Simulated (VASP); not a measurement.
# CdS (P6_3mc) in VASP: notebook, part 2 of 2

VASP 6.6.1. The steps go on from the part before.

**3. Single point, r2SCAN**

This run uses another cell than the first one, of 25.40 Å³/atom, 0.976 times its volume.

The input, POSCAR:

```
CdS
1.0
    4.1605990978      0.0000000000      0.0000000000
   -2.0802995489      3.6031845137      0.0000000000
    0.0000000000      0.0000000000     13.5541938558
Cd S
4 4
Direct
    0.0000000000      0.0000000000     -0.0003495461
    0.3333333333      0.6666666667      0.2498897446
    0.0000000000      0.0000000000      0.4996504539
    0.6666666667      0.3333333333      0.7498897446
    0.0000000000      0.0000000000      0.1876440828
    0.3333333333      0.6666666667      0.4378157188
    0.0000000000      0.0000000000      0.6876440828
    0.6666666667      0.3333333333      0.9378157188
```

The input, INCAR.step1:

```
ALGO = Normal ; EDIFF = 1E-4
ENCUT = 520 ; GGA = PE
ISMEAR = -1 ; LASPH = True
LCHARG = False ; LREAL = False
LWAVE = True ; NBANDS = 46
NELM = 80 ; PREC = Accurate
SIGMA = 0.02
```

The input, INCAR.step2:

```
ALGO = Normal ; EDIFF = 1E-6
ENCUT = 520 ; ISIF = 2
ISMEAR = -1 ; ISTART = 1
LASPH = True ; LCHARG = True
LELF = True ; LMIXTAU = True
LREAL = False ; LVHAR = True
LWAVE = False ; METAGGA = R2SCAN
NBANDS = 46 ; NELM = 80
PREC = Accurate ; SIGMA = 0.02
```

The input, KPOINTS:

```
k-points
0
Gamma
  6 6 2
```

Potentials or basis: VASP PAW PBE potentials, release 64 (Cd, S).

The run is started by

```
cat potpaw_PBE.64/Cd/POTCAR potpaw_PBE.64/S/POTCAR > POTCAR
cp INCAR.step1 INCAR
mpirun -np 1 vasp_std > vasp.out
cp INCAR.step2 INCAR
mpirun -np 1 vasp_std > vasp.out
```

OUTCAR:

```text
EDIFF = 1E-6
   ENCUT = 520
   ISIF = 2
   ISMEAR = -1
   ISTART = 1
   LASPH = True
   LREAL = False
   METAGGA = R2SCAN
   NELM = 80
   PREC = Accurate

 ion  position               nearest neighbor table
   1  0.000  0.000  1.000-   8 2.54   8 2.54   8 2.54   5 2.55
   2  0.333  0.667  0.250-   5 2.55   5 2.55   5 2.55   6 2.55
   3  0.000  0.000  0.500-   6 2.54   6 2.54   6 2.54   7 2.55
   4  0.667  0.333  0.750-   7 2.55   7 2.55   7 2.55   8 2.55
   5  0.000  0.000  0.188-   2 2.55   2 2.55   2 2.55   1 2.55
   6  0.333  0.667  0.438-   3 2.54   3 2.54   3 2.54   2 2.55
   7  0.000  0.000  0.688-   4 2.55   4 2.55   4 2.55   3 2.55
[... 888 lines left out ...]
  Total        0.3624444      0.3624444      0.3685286      0.0000000      0.0000000      0.0000000
  in kB        2.8578269      2.8578269      2.9057997      0.0000000      0.0000000      0.0000000
  external PRESSURE =       2.8738178 kB  Pullay stress =       0.0000000 kB

 VOLUME and BASIS-vectors are now :
 -----------------------------------------------------------------------------
  energy-cutoff  :      520.00
  volume of cell :      203.20
      direct lattice vectors                 reciprocal lattice vectors
     4.160599098  0.000000000  0.000000000     0.240350002  0.138766138  0.000000000
    -2.080299549  3.603184514  0.000000000     0.000000000  0.277532276  0.000000000
     0.000000000  0.000000000 13.554193856     0.000000000  0.000000000  0.073777903

 POSITION                                       TOTAL-FORCE (eV/Angst)
 -----------------------------------------------------------------------------------
      0.00000      0.00000     13.54946        -0.000000      0.000000      0.000491
     -0.00000      2.40212      3.38705         0.000000      0.000000     -0.000732
      0.00000      0.00000      6.77236         0.000000     -0.000000      0.000491
      2.08030      1.20106     10.16415        -0.000000      0.000000     -0.000732
      0.00000      0.00000      2.54336        -0.000000      0.000000     -0.000125
     -0.00000      2.40212      5.93424        -0.000000      0.000000      0.000366
      0.00000      0.00000      9.32046        -0.000000      0.000000     -0.000125
      2.08030      1.20106     12.71134         0.000000      0.000000      0.000366
 -----------------------------------------------------------------------------------
    total drift:                               -0.000000     -0.000001      0.005175

  FREE ENERGIE OF THE ION-ELECTRON SYSTEM (eV)
  ---------------------------------------------------
  free  energy   TOTEN  =      -118.7511961927 eV

  energy  without entropy=     -118.7511961926  energy(sigma->0) =     -118.75119619
```

OSZICAR.step1:

```text
N       E                     dE             d eps       ncg     rms          rms(c)
DAV:   1     0.526031121820E+03    0.52603E+03   -0.35478E+04  1296   0.145E+03
DAV:   2     0.813144156565E+01   -0.51790E+03   -0.50213E+03  1452   0.358E+02
DAV:   3    -0.262311396237E+02   -0.34363E+02   -0.34164E+02  1458   0.898E+01
DAV:   4    -0.267393661750E+02   -0.50823E+00   -0.50743E+00  1530   0.106E+01
DAV:   5    -0.267480032401E+02   -0.86371E-02   -0.86363E-02  1498   0.136E+00    0.155E+01
DAV:   6    -0.245944834098E+02    0.21535E+01   -0.46265E+00  1588   0.159E+01    0.122E+01
DAV:   7    -0.245902748123E+02    0.42086E-02   -0.20266E+00  1452   0.568E+00    0.446E+00
DAV:   8    -0.245581873164E+02    0.32087E-01   -0.32776E-01  1416   0.398E+00    0.959E-01
DAV:   9    -0.245577551257E+02    0.43219E-03   -0.44600E-02  1466   0.196E+00    0.328E-01
DAV:  10    -0.245575752982E+02    0.17983E-03   -0.34421E-03  1420   0.559E-01    0.166E-01
DAV:  11    -0.245577297737E+02   -0.15448E-03   -0.53776E-04  1432   0.102E-01    0.134E-01
DAV:  12    -0.245579602142E+02   -0.23044E-03   -0.66712E-04  1240   0.129E-01    0.788E-02
DAV:  13    -0.245579794634E+02   -0.19249E-04   -0.23359E-04  1060   0.100E-01
   1 F= -.24557979E+02 E0= -.24557979E+02  d E =-.541480E-11
```

It took 13 min on 1 thread of Intel Xeon Platinum 8259CL at 2.50GHz (Skylake/Cascade Lake), shared host; peak memory 0.41 GiB.

Results:

```
Free energy            : -118.7512 eV
Pressure               : 0.3 GPa
Band gap on the k mesh : 1.58 eV, direct
```

Levels at points of the mesh, in eV from the valence-band top:
| k point | band 32 | band 33 | band 34 | band 35 | band 36 | band 37 | band 38 | band 39 | band 40 | band 41 |
| --- | --- | --- | --- | --- | --- | --- | --- | --- | --- | --- |
| (0.00, 0.00, 0.00) | -0.38 | -0.38 | -0.02 | 0.00 | 0.00 | 1.58 | 3.13 | 3.31 | 3.33 | 6.61 |
| (0.50, 0.00, 0.00) | -1.32 | -1.32 | -1.29 | -0.89 | -0.74 | 3.54 | 3.74 | 4.31 | 4.64 | 5.32 |
| (0.00, 0.00, 0.50) | -0.64 | -0.12 | -0.12 | -0.12 | -0.12 | 2.40 | 2.40 | 3.36 | 3.36 | 6.80 |
| (0.50, 0.00, 0.50) | -1.70 | -1.19 | -1.19 | -0.92 | -0.92 | 3.94 | 3.94 | 4.28 | 4.28 | 5.11 |

Caveat: the PAW data sets were made with another functional, which shifts forces and pressure a little. r2SCAN opens gaps a little over a GGA but as a rule still falls short of measured ones.

**4. Relaxation of cell and atoms, PBE**

This run uses another cell than the first one, of 21.55 Å³/atom, 0.828 times its volume.

The input, INCAR:

```
PREC = Accurate ; ENCUT = 600
EDIFF = 1E-6 ; ISMEAR = -1
SIGMA = 0.02 ; LREAL = False
LASPH = True ; NELM = 100
ALGO = Normal ; ISIF = 3
LWAVE = False ; LCHARG = False
GGA = PE ; IBRION = 2
NSW = 80 ; EDIFFG = -0.005
```

The input, KPOINTS:

```
Automatic mesh
0
Gamma
  6 6 2
```

The input, POSCAR:

```
CdS
1.0
    3.9353502208      0.0000000000      0.0000000000
   -1.9676751104      3.4081132640      0.0000000000
    0.0000000000      0.0000000000     12.8528538210
Cd S
4 4
Direct
    0.0000000000      0.0000000000      0.0000000000
    0.3333333333      0.6666666667      0.2500000000
    0.0000000000      0.0000000000      0.5000000000
    0.6666666667      0.3333333333      0.7500000000
    0.0000000000      0.0000000000      0.1875000000
    0.3333333333      0.6666666667      0.4375000000
    0.0000000000      0.0000000000      0.6875000000
    0.6666666667      0.3333333333      0.9375000000
```

Potentials or basis: VASP PAW PBE potentials, release 64 (Cd, S).

The run is started by

```
cat potpaw_PBE.64/Cd/POTCAR potpaw_PBE.64/S/POTCAR > POTCAR
mpirun -np 1 vasp_std > vasp.out
```

OUTCAR:

```text
PREC = Accurate
   ENCUT = 600
   EDIFF = 1E-6
   ISMEAR = -1
   LREAL = False
   LASPH = True
   NELM = 100
   ISIF = 3
   GGA = PE
   IBRION = 2
   NSW = 80
   EDIFFG = -0.005

 ion  position               nearest neighbor table
   1  0.000  0.000  0.000-   8 2.41   8 2.41   8 2.41   5 2.41
   2  0.333  0.667  0.250-   5 2.41   5 2.41   5 2.41   6 2.41
   3  0.000  0.000  0.500-   6 2.41   6 2.41   6 2.41   7 2.41
   4  0.667  0.333  0.750-   7 2.41   7 2.41   7 2.41   8 2.41
   5  0.000  0.000  0.188-   2 2.41   2 2.41   2 2.41   1 2.41
   6  0.333  0.667  0.438-   3 2.41   3 2.41   3 2.41   2 2.41
   7  0.000  0.000  0.688-   4 2.41   4 2.41   4 2.41   3 2.41
   8  0.667  0.333  0.938-   1 2.41   1 2.41   1 2.41   4 2.41

  LATTYP: Found a hexagonal cell.
 ALAT       =     3.9353502208
 C/A-ratio  =     3.2660000000

  Lattice vectors:

 A1 = (   3.9353502208,   0.0000000000,   0.0000000000)
 A2 = (  -1.9676751104,   3.4081132640,   0.0000000000)
 A3 = (   0.0000000000,   0.0000000000,  12.8528538210)

Analysis of symmetry for initial positions (statically):
=====================================================================
 Subroutine PRICEL returns:
[... 163 lines left out ...]
   NGX = 15   NGY = 15   NGZ = 51

--------------------------------------- Ionic step        1  -------------------------------------------

 number of electron      72.0000003 magnetization

 Free energy of the ion-electron system (eV)
  ---------------------------------------------------
  ext. energy  EPLUGINS =         0.00000000
  ---------------------------------------------------
  free energy    TOTEN  =       -23.02662969 eV

  energy without entropy =      -23.02662969  energy(sigma->0) =      -23.02662969

------------------------ aborting loop because EDIFF is reached ----------------------------------------

  FORCE on cell =-STRESS in cart. coord.  units (eV):
  Direction    XX          YY          ZZ          XY          YZ          ZX
  --------------------------------------------------------------------------------------
  -------------------------------------------------------------------------------------
  Total       17.3289250     17.3289250     17.4206025      0.0000000      0.0000000      0.0000000
  in kB      161.0590851    161.0590851    161.9111581      0.0000000      0.0000000      0.0000000
  external PRESSURE =     161.3431095 kB  Pullay stress =       0.0000000 kB
[... 323 lines left out ...]
--------------------------------------- Ionic step        9  -------------------------------------------

 number of electron      71.9999988 magnetization

 Free energy of the ion-electron system (eV)
  ---------------------------------------------------
  ext. energy  EPLUGINS =         0.00000000
  ---------------------------------------------------
  free energy    TOTEN  =       -24.57996101 eV

  energy without entropy =      -24.57996101  energy(sigma->0) =      -24.57996101

 E-fermi :   1.3135     XC(G=0):  -8.8983

 val. band max:        0.8728168590   @ k =   0.0000   0.0000   0.0000
 cond. band min:       1.9357300263   @ k =   0.0000   0.0000   0.0000
 fundamental gap:      1.0629131673
 Fermi energy:         1.3135415678

 k-point     1 :       0.0000    0.0000    0.0000
  band No.  band energies     occupation
      1     -11.1857      2.00000
      2     -10.9956      2.00000
      3     -10.9924      2.00000
      4     -10.8058      2.00000
      5      -6.6720      2.00000
      6      -6.6684      2.00000
[... 668 lines left out ...]
  FREE ENERGIE OF THE ION-ELECTRON SYSTEM (eV)
  ---------------------------------------------------
  free  energy   TOTEN  =       -24.5799610126 eV

  energy  without entropy=      -24.5799610126  energy(sigma->0) =      -24.57996101

 reached required accuracy - stopping structural energy minimisation
```

CONTCAR:

```text
CdS
   1.00000000000000
     4.2005581262169116    0.0000000000000000    0.0000000000000000
    -2.1002790631084558    3.6377900473752023    0.0000000000000000
     0.0000000000000000    0.0000000000000000   13.7014372839228837
  Cd              S
     4     4
Direct
     0.0000000000000000    0.0000000000000000    0.9997314227427893
     0.3333333332999970    0.6666666667000030    0.2499868101843284
     1.0000000000000000    0.0000000000000000    0.4997314227427893
     0.6666666667000030    0.3333333332999970    0.7499868101843286
     0.0000000000000000    1.0000000000000000    0.1875503751564835
     0.3333333332999970    0.6666666667000030    0.4377313919163988
     0.0000000000000000    0.0000000000000000    0.6875503751564835
     0.6666666667000030    0.3333333332999970    0.9377313919163990

  0.00000000E+00  0.00000000E+00  0.00000000E+00
  0.00000000E+00  0.00000000E+00  0.00000000E+00
  0.00000000E+00  0.00000000E+00  0.00000000E+00
  0.00000000E+00  0.00000000E+00  0.00000000E+00
  0.00000000E+00  0.00000000E+00  0.00000000E+00
  0.00000000E+00  0.00000000E+00  0.00000000E+00
  0.00000000E+00  0.00000000E+00  0.00000000E+00
  0.00000000E+00  0.00000000E+00  0.00000000E+00
```

Run time: 16 min. Hardware: 1 thread of Intel Xeon Platinum 8259CL at 2.50GHz (Skylake/Cascade Lake), shared host; peak memory 0.39 GiB.

What came out:

- Free energy: -24.5800 eV
- Relaxed volume: 26.17 Å³/atom
- Relaxed cell: a = 4.201 Å, b = 4.201 Å, c = 13.701 Å, α = 90.00°, β = 90.00°, γ = 120.00°
- Space group after relaxing (to 0.05 Å): P6_3mc (No. 186)
- Energy gained by relaxing: 194.2 meV/atom
- Ionic steps: 9
- Pressure after relaxing: 0.0 GPa
- Largest force after relaxing: 0.005 eV/Å
- Band gap on the k mesh: 1.06 eV, direct

Forces in eV/Å, atoms in the order of the input:
```
Cd   0.000  0.000  0.000
Cd   0.000  0.000 -0.005
Cd   0.000  0.000  0.000
Cd   0.000  0.000 -0.005
S    0.000  0.000  0.002
S    0.000  0.000  0.003
S    0.000  0.000  0.002
S    0.000  0.000  0.003
```

The path:
```
step  energy change (eV)  largest force (eV/Å)  pressure (GPa)  volume (Å³)
   1              0.0000                0.0184           16.13       172.38
   2             -1.2063                0.0226           -4.38       232.39
   3             -1.5531                0.0178            0.07       209.07
   4             -1.5530                0.0183           -0.12       209.85
   5             -1.5532                0.0140            0.02       209.29
   6             -1.5532                0.0145            0.02       209.31
   7             -1.5532                0.0146            0.02       209.32
   8             -1.5533                0.0110            0.01       209.33
   9             -1.5533                0.0047            0.00       209.37
```

Final structure:
```
Cd S
1.0
     4.20056    0.00000    0.00000
    -2.10028    3.63779    0.00000
     0.00000    0.00000   13.70144
Cd S
4 4
Cartesian
  0.0000 0.0000 13.6978
  0.0000 2.4252 3.4252
  4.2006 0.0000 6.8470
  2.1003 1.2126 10.2759
  -2.1003 3.6378 2.5697
  0.0000 2.4252 5.9975
  0.0000 0.0000 9.4204
  2.1003 1.2126 12.8483
```

Caveat: the volume moved by over 15 % at a fixed basis, so the end points are rough.

**5. The runs side by side**

```csv
task,level,cell,cutoff (eV),gap on the mesh (eV),pressure (GPa)
single point,PBE,"a = 4.194, b = 4.194, c = 13.671 Å, angles 90.0, 90.0, 120.0°, 8 atoms",520,1.08,0.3
single point,r2SCAN,"a = 4.161, b = 4.161, c = 13.554 Å, angles 90.0, 90.0, 120.0°, 8 atoms",520,1.58,0.3
relaxation of cell and atoms,PBE,"relaxed from a = 3.935, b = 3.935, c = 12.853 Å, angles 90.0, 90.0, 120.0°, 8 atoms",600,1.06,0.0
```

Alike in all rows: potentials or basis VASP PAW PBE potentials, release 64 (Cd, S); no spin polarisation; k mesh 6 × 6 × 2; smearing fermi-dirac 0.02 eV.

Caveats: the PAW data sets were made with another functional, which shifts forces and pressure a little (some runs); the volume moved by over 15 % at a fixed basis, so the end points are rough (some runs).

Total energies depend on the potentials used, so only differences within one code and one set of settings carry meaning.
